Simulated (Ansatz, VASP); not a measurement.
V: VASP beside Ansatz

Contents of INCAR:

```
PREC = Accurate ; ENCUT = 520
EDIFF = 1E-6 ; ISMEAR = -1
SIGMA = 0.05 ; LREAL = F
LASPH = T ; NELM = 80
ALGO = Normal ; ISIF = 2
LWAVE = F ; LCHARG = F
GGA = PS ; NBANDS = 20
```

KPOINTS

```
regular mesh
0
Gamma
  10 10 10
```

Contents of POSCAR:

```
V
1.0
    0.0000000000      2.5635698487      2.5635698487
    2.5635698487      0.0000000000      2.5635698487
    2.5635698487      2.5635698487      0.0000000000
V
2
Direct
   -0.1475000000     -0.1175000000     -0.1175000000
    0.1475000000      0.1175000000      0.1175000000
```

Input for Ansatz:

```yaml
crystal:
  lattice:
    - [0.0, 2.5635698487, 2.5635698487]
    - [2.5635698487, 0.0, 2.5635698487]
    - [2.5635698487, 2.5635698487, 0.0]
  atoms:
    - { symbol: V, position: [-0.1475, -0.1175, -0.1175] }
    - { symbol: V, position: [0.1475, 0.1175, 0.1175] }
kpoints:
  mp_grid: { grid: [10, 10, 10] }
scf:
  occupations: { method: fermi_dirac, width: 0.05 }
hamiltonian:
  xc: pbesol
  pseudopotentials: { kind: all_electron, lapw: { basis_error: 0.001 } }
output:
  forces: true
  stress: true
  eigenvalues: true
  populations: true
```

Change from the starting cell: shortest bond scaled by 0.94, LAPW.

Alike in both runs: task single point; functional PBEsol; k mesh 10 × 10 × 10; occupations fermi-dirac, width 0.05 eV; no spin polarisation.

```csv
,VASP,Ansatz
version,VASP 6.6.1,Ansatz 0.2.0
potentials or method,"VASP PAW PBE potentials, release 64 (V_sv), cutoff 520 eV","all-electron LAPW, scalar-relativistic"
```

```tsv
	VASP	Ansatz	Ansatz less VASP
pressure (GPa)	3.6	2.6	-0.96
traceless stress, the component that is largest in VASP (GPa)	-3.67	-3.18	+0.489
rms of the force components (eV/Å)	0.558	0.633	+0.0752
```

VASP's potentials were made for PBE, not for PBEsol. Atom by atom the forces differ by 0.075 eV/Å (rms over components). Ansatz ran all-electron here, and VASP with PAW potentials.
